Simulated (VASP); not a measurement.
# CuO (P1) in VASP: notebook

The runs below take CuO through single point, with r2SCAN+U, PBE+U, LDA.

Program: VASP 6.6.1. These are calculated values, not measurements. Logs are shortened: lines on timing, memory, paths and dates and some standing lists are left out, and cuts for length are marked.

## 1. The cell of the first run

The typed cell holds 4 atoms: a = 2.988 Å, b = 2.816 Å, c = 5.493 Å, α = 74.89°, β = 74.25°, γ = 66.24°.

## 2. Single point, r2SCAN+U

Contents of POSCAR:

```
CuO
1.0
    0.1896038200     -2.1722883700     -2.0431441000
   -2.0197235200      0.1062952100     -1.9598354900
    2.3832003700      2.2858393900     -4.3894430400
Cu O
2 2
Direct
    0.4562322400      0.5306856300      0.4854117400
    0.9742842800      0.9858673900      0.0243612000
    0.8016626700      0.7447211200      0.7392802400
    0.2678208100      0.2387258700      0.2509468100
```

Contents of INCAR.step1:

```
SYSTEM = CuO
PREC = Accurate ; ENCUT = 520
ISMEAR = -1 ; SIGMA = 0.05
LREAL = .FALSE. ; LASPH = .TRUE.
NELM = 150 ; LMAXMIX = 4
LDAU = .TRUE. ; LDAUTYPE = 2
LDAUL = 2 -1 ; LDAUU = 6 0
LDAUJ = 0 0 ; NBANDS = 25
GGA = PE ; ALGO = Normal
EDIFF = 1E-4 ; LWAVE = .TRUE.
LCHARG = .FALSE.
```

Contents of INCAR.step2:

```
SYSTEM = CuO
PREC = Accurate ; ENCUT = 520
EDIFF = 1E-7 ; ISMEAR = -1
SIGMA = 0.05 ; LREAL = .FALSE.
LASPH = .TRUE. ; NELM = 150
ALGO = Normal ; ISIF = 2
LWAVE = .FALSE. ; LCHARG = .FALSE.
LMAXMIX = 4 ; LDAU = .TRUE.
LDAUTYPE = 2 ; LDAUL = 2 -1
LDAUU = 6 0 ; LDAUJ = 0 0
LDAUPRINT = 1 ; METAGGA = R2SCAN
LMIXTAU = .TRUE. ; NBANDS = 25
ISTART = 1
```

Contents of KPOINTS:

```
Automatic mesh
0
G
  10 10 5
  0 0 0
```

Potentials or basis: VASP PAW PBE potentials, release 64 (Cu, O).

Run with:

```
cat potpaw_PBE.64/Cu/POTCAR potpaw_PBE.64/O/POTCAR > POTCAR
cp INCAR.step1 INCAR
mpirun -np 1 vasp_std > vasp.out
cp INCAR.step2 INCAR
mpirun -np 1 vasp_std > vasp.out
```

OUTCAR:

```text
SYSTEM = CuO
   PREC = Accurate
   ENCUT = 520
   EDIFF = 1E-7
   ISMEAR = -1
   LREAL = .FALSE.
   LASPH = .TRUE.
   NELM = 150
   ISIF = 2
   METAGGA = R2SCAN
   ISTART = 1

 ion  position               nearest neighbor table
   1  0.456  0.531  0.485-   4 1.99   4 2.03   3 2.04   3 2.26   3 2.29   4 2.34
   2  0.974  0.986  0.024-   4 2.08   4 2.09   3 2.11   4 2.12   3 2.26
   3  0.802  0.745  0.739-   1 2.04   2 2.11   2 2.26   1 2.26   1 2.29
   4  0.268  0.239  0.251-   1 1.99   1 2.03   2 2.08   2 2.09   2 2.12   1 2.34

  Warning from LATTYP: Got some problem with cell dimensions!
  Tried to take original basis but could not verify dimensions!
  LATTYP: Found a triclinic cell.
 ALAT       =     3.1749032664
 B/A-ratio  =     2.7251577931
 C/A-ratio  =     2.2383871059
 COS(alpha) =     0.0043496800
 COS(beta)  =     0.6735101966
 COS(gamma) =     0.7129624062

  Lattice vectors:

 A1 = (   2.2093273400,  -2.2785835800,  -0.0833086100)
 A2 = (   8.6319747500,  -0.2053346100,  -0.5530806700)
 A3 = (   0.0157307900,  -6.7367113400,   2.2629903300)

Analysis of symmetry for initial positions (statically):
=====================================================================
 Subroutine PRICEL returns:
 Original cell was already a primitive cell.

 Routine SETGRP: Setting up the symmetry group for a
 triclinic supercell.

 Subroutine GETGRP returns: Found  1 space group operations
 (whereof  1 operations were pure point group operations)
 out of a pool of  2 trial point group operations.

The static configuration has the point symmetry C_1 .

Analysis of symmetry for dynamics (positions and initial velocities):
=====================================================================
 Subroutine PRICEL returns:
 Original cell was already a primitive cell.

 Routine SETGRP: Setting up the symmetry group for a
 triclinic supercell.

 Subroutine GETGRP returns: Found  1 space group operations
 (whereof  1 operations were pure point group operations)
 out of a pool of  2 trial point group operations.

The dynamic configuration has the point symmetry C_1 .

 Subroutine INISYM returns: Found  1 space group operations
 (whereof  1 operations are pure point group operations),
 and found     1 'primitive' translations

----------------------------------------------------------------------------------------

                                     Primitive cell

  volume of cell :      40.1156

  direct lattice vectors                    reciprocal lattice vectors
     0.189603820 -2.172288370 -2.043144100     0.100043116 -0.337428150 -0.121401226
    -2.019723520  0.106295210 -1.959835490    -0.354112254  0.100633265 -0.139855778
     2.383200370  2.285839390 -4.389443040     0.111540179  0.112130328 -0.108866997

  length of vectors
     2.988180748  2.816298442  5.492896861     0.372296439  0.393804750  0.192006367

  position of ions in fractional coordinates (direct lattice)
     0.456232240  0.530685630  0.485411740
     0.974284280  0.985867390  0.024361200
     0.801662670  0.744721120  0.739280240
     0.267820810  0.238725870  0.250946810

  ion indices of the primitive-cell ions
   primitive index   ion index
                 1           1
[... 102 lines left out ...]
   U (eV)           for each species LDAUU =   6.0  0.0
   J (eV)           for each species LDAUJ =   0.0  0.0
   METAGGA = R2SCAN    functional components
   LHFCALC =     F    Hartree Fock is set to
   AEXX    =    0.0000 exact exchange contribution
   IVDW    =     0    specifies the selected vdW correction
   LEPSILON=     F    determine dielectric tensor
   LRPA    =     F    only Hartree local field effects (RPA)
 non-spin polarized calculation
  energy-cutoff  :      520.00
  volume of cell :       40.12
 maximum number of plane-waves:      1099
 NGX is ok and might be reduce to    24
   NGX = 11   NGY = 11   NGZ = 21

atom =   1  type =  1  l = 2

 onsite density matrix

spin component  1

  0.9715 -0.0004 -0.0013 -0.0002  0.0012
 -0.0004  0.9714  0.0008  0.0003 -0.0061
 -0.0013  0.0008  0.8791  0.0026  0.0026
 -0.0002  0.0003  0.0026  0.9716  0.0053
  0.0012 -0.0061  0.0026  0.0053  0.8811

spin component  2

  0.9715 -0.0004 -0.0013 -0.0002  0.0012
 -0.0004  0.9714  0.0008  0.0003 -0.0061
 -0.0013  0.0008  0.8791  0.0026  0.0026
 -0.0002  0.0003  0.0026  0.9716  0.0053
  0.0012 -0.0061  0.0026  0.0053  0.8811

 occupancies and eigenvectors

  o =  0.8771  v = -0.0184  0.0457 -0.7951 -0.0128  0.6044  0.0000  0.0000  0.0000  0.0000  0.0000      0.0000  0.0000  0.0000  0.0000  0.0000  0.0000  0.0000  0.0000  0.0000  0.0000
  o =  0.8771  v =  0.0000  0.0000  0.0000  0.0000  0.0000 -0.0184  0.0457 -0.7951 -0.0128  0.6044      0.0000  0.0000  0.0000  0.0000  0.0000  0.0000  0.0000  0.0000  0.0000  0.0000
  o =  0.8823  v =  0.0018 -0.0485 -0.6056  0.0649 -0.7916  0.0000  0.0000  0.0000  0.0000  0.0000      0.0000  0.0000  0.0000  0.0000  0.0000  0.0000  0.0000  0.0000  0.0000  0.0000
  o =  0.8823  v =  0.0000  0.0000  0.0000  0.0000  0.0000  0.0018 -0.0485 -0.6056  0.0649 -0.7916      0.0000  0.0000  0.0000  0.0000  0.0000  0.0000  0.0000  0.0000  0.0000  0.0000
  o =  0.9711  v =  0.7805  0.6016 -0.0015  0.1690 -0.0201  0.0000  0.0000  0.0000  0.0000  0.0000      0.0000  0.0000  0.0000  0.0000  0.0000  0.0000  0.0000  0.0000  0.0000  0.0000
  o =  0.9711  v =  0.0000  0.0000  0.0000  0.0000  0.0000  0.7805  0.6016 -0.0015  0.1690 -0.0201      0.0000  0.0000  0.0000  0.0000  0.0000  0.0000  0.0000  0.0000  0.0000  0.0000
  o =  0.9721  v =  0.0000  0.0000  0.0000  0.0000  0.0000 -0.0647 -0.1881  0.0281  0.9771  0.0700      0.0000  0.0000  0.0000  0.0000  0.0000  0.0000  0.0000  0.0000  0.0000  0.0000
  o =  0.9721  v = -0.0647 -0.1881  0.0281  0.9771  0.0700  0.0000  0.0000  0.0000  0.0000  0.0000      0.0000  0.0000  0.0000  0.0000  0.0000  0.0000  0.0000  0.0000  0.0000  0.0000
  o =  0.9722  v =  0.0000  0.0000  0.0000  0.0000  0.0000  0.6215 -0.7735 -0.0170 -0.1110  0.0527      0.0000  0.0000  0.0000  0.0000  0.0000  0.0000  0.0000  0.0000  0.0000  0.0000
  o =  0.9722  v =  0.6215 -0.7735 -0.0170 -0.1110  0.0527  0.0000  0.0000  0.0000  0.0000  0.0000      0.0000  0.0000  0.0000  0.0000  0.0000  0.0000  0.0000  0.0000  0.0000  0.0000

atom =   2  type =  1  l = 2

 onsite density matrix

spin component  1

  0.9691 -0.0003 -0.0046  0.0000  0.0024
 -0.0003  0.9702  0.0077 -0.0006 -0.0029
 -0.0046  0.0077  0.8367  0.0073  0.0286
  0.0000 -0.0006  0.0073  0.9710  0.0005
  0.0024 -0.0029  0.0286  0.0005  0.9311

spin component  2

  0.9691 -0.0003 -0.0046  0.0000  0.0024
 -0.0003  0.9702  0.0077 -0.0006 -0.0029
 -0.0046  0.0077  0.8367  0.0073  0.0286
  0.0000 -0.0006  0.0073  0.9710  0.0005
  0.0024 -0.0029  0.0286  0.0005  0.9311

 occupancies and eigenvectors

  o =  0.8277  v = -0.0359  0.0574 -0.9599  0.0482  0.2677  0.0000  0.0000  0.0000  0.0000  0.0000      0.0000  0.0000  0.0000  0.0000  0.0000  0.0000  0.0000  0.0000  0.0000  0.0000
  o =  0.8277  v =  0.0000  0.0000  0.0000  0.0000  0.0000 -0.0359  0.0574 -0.9599  0.0482  0.2677      0.0000  0.0000  0.0000  0.0000  0.0000  0.0000  0.0000  0.0000  0.0000  0.0000
  o =  0.9388  v =  0.0363 -0.0205 -0.2666  0.0735 -0.9601  0.0000  0.0000  0.0000  0.0000  0.0000      0.0000  0.0000  0.0000  0.0000  0.0000  0.0000  0.0000  0.0000  0.0000  0.0000
  o =  0.9388  v =  0.0000  0.0000  0.0000  0.0000  0.0000  0.0363 -0.0205 -0.2666  0.0735 -0.9601      0.0000  0.0000  0.0000  0.0000  0.0000  0.0000  0.0000  0.0000  0.0000  0.0000
  o =  0.9691  v =  0.9208  0.3795  0.0015  0.0833  0.0327  0.0000  0.0000  0.0000  0.0000  0.0000      0.0000  0.0000  0.0000  0.0000  0.0000  0.0000  0.0000  0.0000  0.0000  0.0000
  o =  0.9691  v =  0.0000  0.0000  0.0000  0.0000  0.0000  0.9208  0.3795  0.0015  0.0833  0.0327      0.0000  0.0000  0.0000  0.0000  0.0000  0.0000  0.0000  0.0000  0.0000  0.0000
  o =  0.9709  v =  0.0000  0.0000  0.0000  0.0000  0.0000 -0.3865  0.8914  0.0690  0.2238 -0.0357      0.0000  0.0000  0.0000  0.0000  0.0000  0.0000  0.0000  0.0000  0.0000  0.0000
  o =  0.9709  v = -0.3865  0.8914  0.0690  0.2238 -0.0357  0.0000  0.0000  0.0000  0.0000  0.0000      0.0000  0.0000  0.0000  0.0000  0.0000  0.0000  0.0000  0.0000  0.0000  0.0000
  o =  0.9716  v = -0.0092  0.2403 -0.0520 -0.9671 -0.0650  0.0000  0.0000  0.0000  0.0000  0.0000      0.0000  0.0000  0.0000  0.0000  0.0000  0.0000  0.0000  0.0000  0.0000  0.0000
  o =  0.9716  v =  0.0000  0.0000  0.0000  0.0000  0.0000 -0.0092  0.2403 -0.0520 -0.9671 -0.0650      0.0000  0.0000  0.0000  0.0000  0.0000  0.0000  0.0000  0.0000  0.0000  0.0000

 number of electron      34.0000006 magnetization

 Free energy of the ion-electron system (eV)
  ---------------------------------------------------
  ext. energy  EPLUGINS =         0.00000000
  ---------------------------------------------------
  free energy    TOTEN  =       -31.43607257 eV

  energy without entropy =      -31.40975566  energy(sigma->0) =      -31.42291411

 E-fermi :   4.3042     XC(G=0): -12.7035

 val. band max:        4.3039940623   @ k =   0.4000   0.4000   0.4000
 cond. band min:       4.3082108495   @ k =  -0.1000   0.2000   0.2000
 fundamental gap:      0.0042167872
 Fermi energy:         4.3042328752

 k-point     1 :       0.0000    0.0000    0.0000
  band No.  band energies     occupation
      1     -15.4810      2.00000
      2     -14.1646      2.00000
      3      -2.5302      2.00000
      4      -0.7215      2.00000
      5      -0.1504      2.00000
      6       0.4794      2.00000
[... 661 lines left out ...]
     24      17.8800      0.00000
     25      19.4006      0.00000

 [... further k-points ...]

------------------------ aborting loop because EDIFF is reached ----------------------------------------

  FORCE on cell =-STRESS in cart. coord.  units (eV):
  Direction    XX          YY          ZZ          XY          YZ          ZX
  --------------------------------------------------------------------------------------
  -------------------------------------------------------------------------------------
  Total       -3.6036814     -2.7124656     -3.9714317      0.3923885      0.6008978      2.2386188
  in kB     -143.9273657   -108.3331130   -158.6149391     15.6715988     23.9992472     89.4081567
  external PRESSURE =    -136.9584726 kB  Pullay stress =       0.0000000 kB

 VOLUME and BASIS-vectors are now :
 -----------------------------------------------------------------------------
  energy-cutoff  :      520.00
  volume of cell :       40.12
      direct lattice vectors                 reciprocal lattice vectors
     0.189603820 -2.172288370 -2.043144100     0.100043116 -0.337428150 -0.121401226
    -2.019723520  0.106295210 -1.959835490    -0.354112254  0.100633265 -0.139855778
     2.383200370  2.285839390 -4.389443040     0.111540179  0.112130328 -0.108866997

 POSITION                                       TOTAL-FORCE (eV/Angst)
 -----------------------------------------------------------------------------------
      0.17150      0.17491     -4.10289         0.935676     -0.009729     -1.071581
     -1.74839     -1.95595     -4.02967        -0.660333     -1.052450      0.455216
      0.40972      0.02759     -6.34247         0.126422      0.456147     -0.133272
      0.16668      0.01722     -2.11658        -0.401765      0.606031      0.749637
 -----------------------------------------------------------------------------------
    total drift:                               -0.002273      0.014067     -0.007455

  FREE ENERGIE OF THE ION-ELECTRON SYSTEM (eV)
  ---------------------------------------------------
  free  energy   TOTEN  =       -31.4360725659 eV

  energy  without entropy=      -31.4097556592  energy(sigma->0) =      -31.42291411
```

Wall time 7.3 min (1 thread of Intel Xeon 6975P-C (Granite Rapids), shared host); peak memory 0.33 GiB.

Results:

```
Free energy            : -31.4361 eV
Pressure               : -13.7 GPa
Largest force          : 1.423 eV/Å
Band gap on the k mesh : zero (bands 17 and 18 overlap by 0.70 eV)
```

Forces in eV/Å, atoms in the order of the input:
```
Cu   0.936 -0.010 -1.072
Cu  -0.660 -1.052  0.455
O    0.126  0.456 -0.133
O   -0.402  0.606  0.750
```

Stress tensor (GPa, compression positive):
```
-14.39   1.57   8.94
  1.57 -10.83   2.40
  8.94   2.40 -15.86
```

Eigenvalues of the final occupation matrices:
| site | spin | trace | eigenvalues |
| --- | --- | --- | --- |
| site 1 d | 1 | 4.67 | 0.88 0.88 0.97 0.97 0.97 |
| site 1 d | 2 | 4.67 | 0.88 0.88 0.97 0.97 0.97 |
| site 2 d | 1 | 4.68 | 0.83 0.94 0.97 0.97 0.97 |
| site 2 d | 2 | 4.68 | 0.83 0.94 0.97 0.97 0.97 |

Caveat: the cell stands under tension; the PAW data sets were made with another functional, which shifts forces and pressure a little; U without spin polarisation on a metal has little footing.

## 3. Single point, r2SCAN+U

POSCAR is that of step 2.

Contents of INCAR.step1:

```
SYSTEM = CuO
PREC = Accurate
ENCUT = 520
ISMEAR = -1
SIGMA = 0.05
LREAL = .False.
LASPH = .True.
NELM = 150
LMAXMIX = 4
LDAU = .True.
LDAUTYPE = 2
LDAUL = 2 -1
LDAUU = 4 0
LDAUJ = 0 0
NBANDS = 25
GGA = PE
ALGO = Normal
EDIFF = 1E-4
LWAVE = .True.
LCHARG = .False.
```

Contents of INCAR.step2:

```
SYSTEM = CuO
PREC = Accurate
ENCUT = 520
EDIFF = 1E-6
ISMEAR = -1
SIGMA = 0.05
LREAL = .False.
LASPH = .True.
NELM = 150
ALGO = Normal
ISIF = 2
LWAVE = .False.
LCHARG = .False.
LMAXMIX = 4
LDAU = .True.
LDAUTYPE = 2
LDAUL = 2 -1
LDAUU = 4 0
LDAUJ = 0 0
LDAUPRINT = 1
METAGGA = R2SCAN
LMIXTAU = .True.
NBANDS = 25
ISTART = 1
```

Contents of KPOINTS:

```
regular mesh
0
Gamma
  10 10 5
  0 0 0
```

Potentials or basis: VASP PAW PBE potentials, release 64 (Cu, O).

Run with:

```
cat potpaw_PBE.64/Cu/POTCAR potpaw_PBE.64/O/POTCAR > POTCAR
cp INCAR.step1 INCAR
mpirun -np 1 vasp_std > vasp.out
cp INCAR.step2 INCAR
mpirun -np 1 vasp_std > vasp.out
```

OUTCAR:

```text
SYSTEM = CuO
   PREC = Accurate
   ENCUT = 520
   EDIFF = 1E-6
   ISMEAR = -1
   LREAL = .False.
   LASPH = .True.
   NELM = 150
   ISIF = 2
   METAGGA = R2SCAN
   ISTART = 1

 ion  position               nearest neighbor table
   1  0.456  0.531  0.485-   4 1.99   4 2.03   3 2.04   3 2.26   3 2.29   4 2.34
   2  0.974  0.986  0.024-   4 2.08   4 2.09   3 2.11   4 2.12   3 2.26
   3  0.802  0.745  0.739-   1 2.04   2 2.11   2 2.26   1 2.26   1 2.29
   4  0.268  0.239  0.251-   1 1.99   1 2.03   2 2.08   2 2.09   2 2.12   1 2.34
[... 949 lines left out ...]
  Direction    XX          YY          ZZ          XY          YZ          ZX
  --------------------------------------------------------------------------------------
  -------------------------------------------------------------------------------------
  Total       -3.3001837     -2.5998976     -3.5315866      0.3933022      0.5904950      2.2674618
  in kB     -131.8059766   -103.8372624   -141.0479728     15.7080908     23.5837699     90.5601147
  external PRESSURE =    -125.5637373 kB  Pullay stress =       0.0000000 kB

 VOLUME and BASIS-vectors are now :
 -----------------------------------------------------------------------------
  energy-cutoff  :      520.00
  volume of cell :       40.12
      direct lattice vectors                 reciprocal lattice vectors
     0.189603820 -2.172288370 -2.043144100     0.100043116 -0.337428150 -0.121401226
    -2.019723520  0.106295210 -1.959835490    -0.354112254  0.100633265 -0.139855778
     2.383200370  2.285839390 -4.389443040     0.111540179  0.112130328 -0.108866997

 POSITION                                       TOTAL-FORCE (eV/Angst)
 -----------------------------------------------------------------------------------
      0.17150      0.17491     -4.10289         1.003006      0.000743     -1.144082
     -1.74839     -1.95595     -4.02967        -0.705300     -1.072877      0.501019
      0.40972      0.02759     -6.34247         0.103381      0.504970     -0.067970
      0.16668      0.01722     -2.11658        -0.401086      0.567163      0.711033
 -----------------------------------------------------------------------------------
    total drift:                               -0.003098      0.013058     -0.008370

  FREE ENERGIE OF THE ION-ELECTRON SYSTEM (eV)
  ---------------------------------------------------
  free  energy   TOTEN  =       -32.6470948230 eV

  energy  without entropy=      -32.6202126307  energy(sigma->0) =      -32.63365373
```

OUTCAR.step1:

```text
SYSTEM = CuO
   PREC = Accurate
   ENCUT = 520
   ISMEAR = -1
   LREAL = .False.
   LASPH = .True.
   NELM = 150
[... 910 lines left out ...]
     -1.74839     -1.95595     -4.02967        -0.696827     -1.012734      0.499473
      0.40972      0.02759     -6.34247         0.074448      0.534063     -0.015761
      0.16668      0.01722     -2.11658        -0.384093      0.507250      0.659422
 -----------------------------------------------------------------------------------
    total drift:                               -0.000958      0.003798      0.000099

  FREE ENERGIE OF THE ION-ELECTRON SYSTEM (eV)
  ---------------------------------------------------
  free  energy   TOTEN  =       -15.8505213801 eV

  energy  without entropy=      -15.8224999633  energy(sigma->0) =      -15.83651067
```

OSZICAR.step1:

```text
N       E                     dE             d eps       ncg     rms          rms(c)
DAV:   1     0.301361386440E+03    0.30136E+03   -0.16348E+04 13208   0.222E+03
DAV:   2     0.176430641235E+02   -0.28372E+03   -0.26341E+03 13026   0.405E+02
DAV:   3    -0.185797746380E+02   -0.36223E+02   -0.34172E+02 14580   0.158E+02
DAV:   4    -0.198547130821E+02   -0.12749E+01   -0.12636E+01 15103   0.320E+01
DAV:   5    -0.198786570287E+02   -0.23944E-01   -0.23932E-01 15700   0.403E+00    0.137E+01
DAV:   6    -0.186400859931E+02    0.12386E+01   -0.21447E+01 18268   0.130E+02    0.132E+01
DAV:   7    -0.163768472862E+02    0.22632E+01   -0.13318E+01 18125   0.900E+01    0.619E+00
DAV:   8    -0.159044669033E+02    0.47238E+00   -0.13145E+00 19631   0.141E+01    0.254E+00
DAV:   9    -0.158864161295E+02    0.18051E-01   -0.28931E-01 19371   0.156E+01    0.190E+00
DAV:  10    -0.158580864924E+02    0.28330E-01   -0.74869E-02 20394   0.136E+01    0.992E-01
DAV:  11    -0.158502655657E+02    0.78209E-02   -0.28726E-02 19334   0.428E+00    0.191E-01
DAV:  12    -0.158504802339E+02   -0.21467E-03   -0.27001E-03 20270   0.113E+00    0.863E-02
DAV:  13    -0.158505213801E+02   -0.41146E-04   -0.88059E-04 17042   0.298E-01
   1 F= -.15850521E+02 E0= -.15836511E+02  d E =-.280214E-01
```

Wall time 8.2 min (1 thread of Intel Xeon 6975P-C (Granite Rapids), shared host); peak memory 0.33 GiB.

Results:

```
Free energy            : -32.6471 eV
Pressure               : -12.6 GPa
Largest force          : 1.521 eV/Å
Band gap on the k mesh : zero (bands 17 and 18 overlap by 0.74 eV)
```

Forces in eV/Å, atoms in the order of the input:
```
Cu   1.003  0.001 -1.144
Cu  -0.705 -1.073  0.501
O    0.103  0.505 -0.068
O   -0.401  0.567  0.711
```

Stress tensor (GPa, compression positive):
```
-13.18   1.57   9.06
  1.57 -10.38   2.36
  9.06   2.36 -14.10
```

Levels at points of the mesh, in eV from the Fermi level:
```tsv
k point	band 13	band 14	band 15	band 16	band 17	band 18	band 19	band 20	band 21	band 22
(0.00, 0.00, 0.00)	-2.09	-1.76	-1.12	-0.94	0.34	0.69	2.18	7.27	9.55	15.08
(0.50, 0.00, 0.00)	-2.19	-2.07	-1.16	-0.71	-0.24	-0.13	7.79	8.17	9.38	10.51
(0.00, 0.50, 0.00)	-2.12	-1.98	-1.05	-0.77	-0.24	-0.17	8.09	8.31	9.82	10.09
(0.50, 0.50, 0.00)	-2.39	-1.89	-1.72	-1.62	0.44	0.86	6.32	6.90	11.10	11.81
```

Eigenvalues of the final occupation matrices:
```csv
site,spin,trace,eigenvalues
site 1 d,1,4.64,0.87 0.87 0.97 0.97 0.97
site 1 d,2,4.64,0.87 0.87 0.97 0.97 0.97
site 2 d,1,4.65,0.83 0.92 0.97 0.97 0.97
site 2 d,2,4.65,0.83 0.92 0.97 0.97 0.97
```

Caveat: the cell stands under tension; the PAW data sets were made with another functional, which shifts forces and pressure a little; U without spin polarisation on a metal has little footing.

(Part 1 of 2 ends here.)
